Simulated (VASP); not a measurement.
# HfB3 (Pmmm) in VASP: single point with PBE

Aim: the single point of HfB3 with PBE.

All numbers are computed with VASP 6.6.1; they aren't measurements. Logs are shortened: lines on timing, memory, paths and dates and some standing lists are left out, and cuts for length are marked.

**1. The cell of the first run**

Symmetry: Pmmm, No. 47, orthorhombic system. Conventional cell: a = 2.556 Å, b = 3.573 Å, c = 5.008 Å, α = 90.00°, β = 90.00°, γ = 90.00°. Hf (site symmetry mmm) has 10 B at 2.50 to 2.52 Å and 2 Hf at 2.56 Å within 3.3 Å. Within 3.3 Å of B (site symmetry mmm) lie 2 Hf at 2.50 Å and 10 B at 2.54 to 2.56 Å. Within 3.3 Å of B (site symmetry mm2) lie 8 B at 2.46 to 2.56 Å and 4 Hf at 2.52 Å.

**2. Single point, PBE**

The input, INCAR:

```
SYSTEM = HfB3
PREC = Accurate ; ENCUT = 520
EDIFF = 1E-6 ; ISMEAR = 0
SIGMA = 0.1 ; LREAL = .False.
LASPH = .True. ; NELM = 100
ALGO = Normal ; ISIF = 2
LWAVE = .False. ; LCHARG = .False.
GGA = PE ; NBANDS = 18
```

The input, KPOINTS:

```
regular mesh
0
Gamma
  6 6 4
  0 0 0
```

The input, POSCAR:

```
HfB3
1.0
    2.5556063600      0.0000000000      0.0000000000
    0.0000000000      3.5729402200      0.0000000000
    0.0000000000      0.0000000000      5.0081866500
Hf B
1 3
Direct
    0.0000000000      0.0000000000      0.0000000000
    0.0000000000      0.0000000000      0.5000000000
    0.5000000000      0.5000000000      0.7539245500
    0.5000000000      0.5000000000      0.2460754500
```

Potentials or basis: VASP PAW PBE potentials, release 64 (Hf_pv, B).

The run is started by

```bash
> cat potpaw_PBE.64/Hf_pv/POTCAR potpaw_PBE.64/B/POTCAR > POTCAR
> mpirun -np 1 vasp_std > vasp.out
```

OUTCAR:

```text
SYSTEM = HfB3
   PREC = Accurate
   ENCUT = 520
   EDIFF = 1E-6
   ISMEAR = 0
   LREAL = .False.
   LASPH = .True.
   NELM = 100
   ISIF = 2
   GGA = PE

 ion  position               nearest neighbor table
   1  0.000  0.000  0.000-   2 2.50   2 2.50   4 2.52   3 2.52   3 2.52   4 2.52   3 2.52   4 2.52
                             3 2.52   4 2.52
   2  0.000  0.000  0.500-   1 2.50   1 2.50
   3  0.500  0.500  0.754-   1 2.52   1 2.52   1 2.52   1 2.52
   4  0.500  0.500  0.246-   1 2.52   1 2.52   1 2.52   1 2.52

  LATTYP: Found a simple orthorhombic cell.
 ALAT       =     2.5556063600
 B/A-ratio  =     1.3980792488
 C/A-ratio  =     1.9596862523

  Lattice vectors:

 A1 = (   2.5556063600,   0.0000000000,   0.0000000000)
 A2 = (   0.0000000000,   3.5729402200,   0.0000000000)
 A3 = (   0.0000000000,   0.0000000000,   5.0081866500)

Analysis of symmetry for initial positions (statically):
=====================================================================
 Subroutine PRICEL returns:
 Original cell was already a primitive cell.

 Routine SETGRP: Setting up the symmetry group for a
 simple orthorhombic supercell.

 Subroutine GETGRP returns: Found  8 space group operations
 (whereof  8 operations were pure point group operations)
 out of a pool of  8 trial point group operations.

The static configuration has the point symmetry D_2h.

Analysis of symmetry for dynamics (positions and initial velocities):
=====================================================================
 Subroutine PRICEL returns:
 Original cell was already a primitive cell.

 Routine SETGRP: Setting up the symmetry group for a
 simple orthorhombic supercell.

 Subroutine GETGRP returns: Found  8 space group operations
 (whereof  8 operations were pure point group operations)
 out of a pool of  8 trial point group operations.

The dynamic configuration has the point symmetry D_2h.

 Subroutine INISYM returns: Found  8 space group operations
 (whereof  8 operations are pure point group operations),
 and found     1 'primitive' translations

----------------------------------------------------------------------------------------

                                     Primitive cell

  volume of cell :      45.7299

  direct lattice vectors                    reciprocal lattice vectors
     2.555606360  0.000000000  0.000000000     0.391296569  0.000000000  0.000000000
     0.000000000  3.572940220  0.000000000     0.000000000  0.279881537  0.000000000
[... 90 lines left out ...]
   LREAL  =      F    real-space projection
   EDIFFG = 0.1E-04   stopping-criterion for IOM
   NSW    =      0    number of steps for IOM
   IBRION =     -1    ionic relax: 0-MD 1-quasi-New 2-CG
   NFREE  =      0    steps in history (QN), initial steepest desc. (CG)
   ISIF   =      2    stress and relaxation
   ISYM   =      2    0-nonsym 1-usesym 2-fastsym
   POTIM  = 0.5000    time-step for ionic-motion
   TEBEG  =    0.0;   TEEND  =   0.0 temperature during run
   PSTRESS=    0.0 pullay stress
   NELECT =      19.0000    total number of electrons
   NUPDOWN=      -1.0000    fix difference up-down
   EMIN   =  10.00;   EMAX   =-10.00  energy-range for DOS
   EFERMI =   0.00;   METHOD = LEGACY
   ISMEAR =     0;   SIGMA  =   0.10  broadening in eV -4-tet -1-fermi 0-gaus
   EFERMI_NEDOS =   21; number of points for ismear=-14 and -15
   IALGO  =     38    algorithm
   IMIX   =      4    mixing-type and parameters
     AMIX     =   0.40;   BMIX     =  1.00
     AMIX_MAG =   1.60;   BMIX_MAG =  1.00
  volume/ion in A,a.u.               =      11.43        77.15
  Fermi-wavevector in a.u.,A,eV,Ry     =   1.221591  2.308473 20.303777  1.492285
  Thomas-Fermi vector in A             =   2.356768
   LORBIT       =      0    0 simple, 1 ext, 2 COOP (PROOUT), +10 PAW based schemes
   GGA     = PE    functional components
   LHFCALC =     F    Hartree Fock is set to
   AEXX    =    0.0000 exact exchange contribution
   IVDW    =     0    specifies the selected vdW correction
   LEPSILON=     F    determine dielectric tensor
   LRPA    =     F    only Hartree local field effects (RPA)
 non-spin polarized calculation
 Gauss-broadening in eV      SIGMA  =   0.10
  energy-cutoff  :      520.00
  volume of cell :       45.73
 maximum number of plane-waves:      1252
 NGX is ok and might be reduce to    20
   NGX =  9   NGY = 13   NGZ = 19

 number of electron      19.0000001 magnetization

 Free energy of the ion-electron system (eV)
  ---------------------------------------------------
  ext. energy  EPLUGINS =         0.00000000
  ---------------------------------------------------
  free energy    TOTEN  =       -25.03033321 eV

  energy without entropy =      -25.02214993  energy(sigma->0) =      -25.02624157

 E-fermi :   5.1873     XC(G=0): -11.5862

 val. band max:        5.1713186331   @ k =   0.0000   0.1667   0.5000
 cond. band min:       5.1905867884   @ k =   0.0000   0.0000   0.2500
 fundamental gap:      0.0192681553
 Fermi energy:         5.1872595320

 k-point     1 :       0.0000    0.0000    0.0000
  band No.  band energies     occupation
      1     -24.5809      2.00000
      2     -24.5263      2.00000
      3     -23.1939      2.00000
      4      -6.5803      2.00000
      5      -2.0023      2.00000
      6      -0.8579      2.00000
[... 481 lines left out ...]
      5      -0.9609      2.00000
      6       0.0027      2.00000
[... 10 lines left out ...]
     17      12.2363      0.00000
     18      12.9057      0.00000

 [... further k-points ...]

------------------------ aborting loop because EDIFF is reached ----------------------------------------

  FORCE on cell =-STRESS in cart. coord.  units (eV):
  Direction    XX          YY          ZZ          XY          YZ          ZX
  --------------------------------------------------------------------------------------
  -------------------------------------------------------------------------------------
  Total        4.6763683     -5.9252458     -5.3561013     -0.0000000      0.0000000      0.0000000
  in kB      163.8396723   -207.5949263   -187.6545712     -0.0000000      0.0000000      0.0000000
  external PRESSURE =     -77.1366084 kB  Pullay stress =       0.0000000 kB

 VOLUME and BASIS-vectors are now :
 -----------------------------------------------------------------------------
  energy-cutoff  :      520.00
  volume of cell :       45.73
      direct lattice vectors                 reciprocal lattice vectors
     2.555606360  0.000000000  0.000000000     0.391296569  0.000000000  0.000000000
     0.000000000  3.572940220  0.000000000     0.000000000  0.279881537  0.000000000
     0.000000000  0.000000000  5.008186650     0.000000000  0.000000000  0.199673069

 POSITION                                       TOTAL-FORCE (eV/Angst)
 -----------------------------------------------------------------------------------
      0.00000      0.00000      0.00000         0.000000      0.000000      0.000000
      0.00000      0.00000      2.50409         0.000000      0.000000      0.000000
      1.27780      1.78647      3.77579         0.000000     -0.000000     -1.045141
      1.27780      1.78647      1.23239         0.000000      0.000000      1.045141
 -----------------------------------------------------------------------------------
    total drift:                               -0.000000     -0.000000     -0.000000

  FREE ENERGIE OF THE ION-ELECTRON SYSTEM (eV)
  ---------------------------------------------------
  free  energy   TOTEN  =       -25.0303332081 eV

  energy  without entropy=      -25.0221499280  energy(sigma->0) =      -25.02624157
```

OSZICAR:

```text
N       E                     dE             d eps       ncg     rms          rms(c)
DAV:   1     0.418209074504E+02    0.41821E+02   -0.90939E+03  1728   0.942E+02
DAV:   2    -0.234851274542E+02   -0.65306E+02   -0.62195E+02  2262   0.212E+02
DAV:   3    -0.256683270649E+02   -0.21832E+01   -0.21486E+01  2296   0.276E+01
DAV:   4    -0.256840839736E+02   -0.15757E-01   -0.15740E-01  2150   0.272E+00
DAV:   5    -0.256842145329E+02   -0.13056E-03   -0.13053E-03  2312   0.233E-01    0.612E+01
DAV:   6    -0.251147963519E+02    0.56942E+00   -0.10060E+00  2186   0.525E+00    0.373E+01
DAV:   7    -0.250437118365E+02    0.71085E-01   -0.49875E-01  2174   0.397E+00    0.251E+00
DAV:   8    -0.250333892523E+02    0.10323E-01   -0.52750E-02  2204   0.126E+00    0.100E+00
DAV:   9    -0.250305461450E+02    0.28431E-02   -0.90497E-03  2136   0.476E-01    0.392E-01
DAV:  10    -0.250303370611E+02    0.20908E-03   -0.12306E-03  2236   0.194E-01    0.770E-02
DAV:  11    -0.250303323285E+02    0.47326E-05   -0.76726E-05  2056   0.510E-02    0.251E-02
DAV:  12    -0.250303332081E+02   -0.87963E-06   -0.31032E-06  2158   0.109E-02
   1 F= -.25030333E+02 E0= -.25026242E+02  d E =-.818328E-02
```

It took 38 s on 1 thread of AMD EPYC 7R43 (Zen 3), shared host; peak memory 0.14 GiB.

What came out:

* Free energy: -25.0303 eV
* Pressure: -7.7 GPa
* Largest force: 1.045 eV/Å

Forces in eV/Å, atoms in the order of the input:
```
Hf   0.000  0.000  0.000
B    0.000  0.000  0.000
B    0.000  0.000 -1.045
B    0.000  0.000  1.045
```

Stress tensor (GPa, compression positive):
```
 16.38   0.00   0.00
  0.00 -20.76   0.00
  0.00   0.00 -18.77
```

Caveat: the k points lie up to 0.41 Å⁻¹ apart; spin-orbit coupling is left out, which moves the levels of the heavy elements; forces of over 1 eV/Å act on the atoms, so gaps and moduli don't describe the material at rest.
